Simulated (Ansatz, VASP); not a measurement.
## MgO in VASP and in Ansatz

Contents of INCAR:

```
ALGO = Normal
EDIFF = 1E-6
ENCUT = 600
GGA = PE
GGA_COMPAT = F
ISIF = 2
ISMEAR = 0
LASPH = T
LCHARG = T
LELF = T
LREAL = F
LVHAR = T
LWAVE = F
NBANDS = 11
NELM = 120
PREC = Accurate
SIGMA = 0.02
```

File KPOINTS:

```
k-points
0
Gamma
  8 8 8
```

The input POSCAR:

```
MgO
1.0
    0.0000000000      2.1225566667      2.1085000000
    2.1225566667      0.0000000000      2.1085000000
    2.1225566667      2.1225566667      0.0000000000
Mg O
1 1
Direct
    0.0000000000      0.0000000000      0.0000000000
    0.5000000000      0.5000000000      0.5000000000
```

Input for Ansatz:

```yaml
crystal:
  lattice:
    - [0.0, 2.122556666666666, 2.1085]
    - [2.122556666666666, 0.0, 2.1085]
    - [2.122556666666666, 2.122556666666666, 0.0]
  atoms:
    - { symbol: Mg, position: [0.0, 0.0, 0.0] }
    - { symbol: O, position: [0.5, 0.5, 0.5] }
basis:
  ecutwfc: 571.4391111657479
kpoints:
  mp_grid:
    grid: [8, 8, 8]
scf:
  occupations:
    method: gaussian
    width: 0.02
output:
  stress: true
```

Alike in both runs: task single point; functional PBE; k mesh 8 × 8 × 8; occupations gaussian, width 0.02 eV; no spin polarisation.

|  | VASP | Ansatz |
| --- | --- | --- |
| version | VASP 6.6.1 | Ansatz 0.2.0 |
| potentials or method | VASP PAW PBE potentials, release 64 (Mg, O), cutoff 600 eV | plane waves, PAW |
| valence electrons in the cell | 8 | 16 |

|  | VASP | Ansatz | Ansatz less VASP |
| --- | --- | --- | --- |
| pressure (GPa) | 1.0 | 2.0 | +1.01 |
| traceless stress, the component that is largest in VASP (GPa) | 0.86 | 0.86 | -0.003 |

VASP's potentials hold 8 valence electrons a cell and Ansatz's 16, so a difference there can come from the potentials and not from the codes.
